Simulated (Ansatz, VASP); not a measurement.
## Ir in VASP and in Ansatz

```xyz
1
Lattice="0.0000 1.9005 1.9197 1.9005 0.0000 1.9197 1.9005 1.9005 0.0000" Properties=species:S:1:pos:R:3 pbc="T T T"
Ir    0.0000    0.0000    0.0000
```

Change from the starting cell: equal xx and yy strain of -1 %, crystal datasets.

Alike in both runs: task electric field gradients; functional PBE; k mesh 15 × 15 × 15; occupations fermi-dirac, width 0.05 eV; no spin polarisation.

|  | VASP | Ansatz |
| --- | --- | --- |
| version | VASP 6.6.1 | Ansatz 0.2.0 |
| potentials or method | VASP PAW PBE potentials, release 64 (Ir), cutoff 520 eV | all-electron PAW with datasets made for the crystal, scalar-relativistic |

```tsv
	VASP	Ansatz	Ansatz less VASP
pressure (GPa)	18.0	17.2	-0.80
traceless stress, the component that is largest in VASP (GPa)	-2.80	-2.81	-0.010
size of Vzz on the site where it differs most (V/Å²)	7.8	7.8	0.00
```

Ansatz ran all-electron here, and VASP with PAW potentials.

Spin-orbit coupling is off throughout.
